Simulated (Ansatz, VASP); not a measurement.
## Sc2TaF3: VASP beside Ansatz

```
CELL_PARAMETERS angstrom
2.26106 -5.01977 0.00000
2.26106 5.01977 0.00000
0.00000 0.00000 3.53415
ATOMIC_POSITIONS crystal
Sc 0.65626 0.34374 0.50000
Sc 0.34374 0.65626 0.50000
Ta 0.00000 0.00000 0.00000
F 0.14783 0.85217 0.50000
F 0.85217 0.14783 0.50000
F 0.50000 0.50000 0.00000
```

Change from the starting cell: species swapped into the Li2BiO3 type (Cmmm, No. 65).

Alike in both runs: task single point; functional PBE; k mesh 4 × 4 × 6; occupations gaussian, width 0.1 eV; collinear spin.

|  | VASP | Ansatz |
| --- | --- | --- |
| version | VASP 6.6.1 | Ansatz 0.2.0 |
| potentials or method | VASP PAW PBE potentials, release 64 (Sc_sv, Ta_pv, F), cutoff 520 eV | scalar-relativistic, plane waves, PAW |
| valence electrons in the cell | 54 | 56 |

|  | VASP | Ansatz | Ansatz less VASP |
| --- | --- | --- | --- |
| gap on the k mesh at the Fermi level (eV) | none | none | - |
| pressure (GPa) | 15.0 | 14.6 | -0.40 |
| traceless stress, the component that is largest in VASP (GPa) | -10.22 | -9.84 | +0.389 |
| rms of the force components (eV/Å) | 0.778 | 0.739 | -0.0385 |
| net moment per atom (μB) | 0.00 | 0.00 | 0.000 |

Atom by atom the forces differ by 0.044 eV/Å (rms over components). A gap of «none» marks a metal or a gap that the smearing closes. VASP's potentials hold 54 valence electrons a cell and Ansatz's 56, so a difference there can come from the potentials and not from the codes. Ansatz's warnings: seeded moment not kept.

The k mesh is coarse, so the values compare programs but aren't converged. Spin-orbit coupling is off throughout.
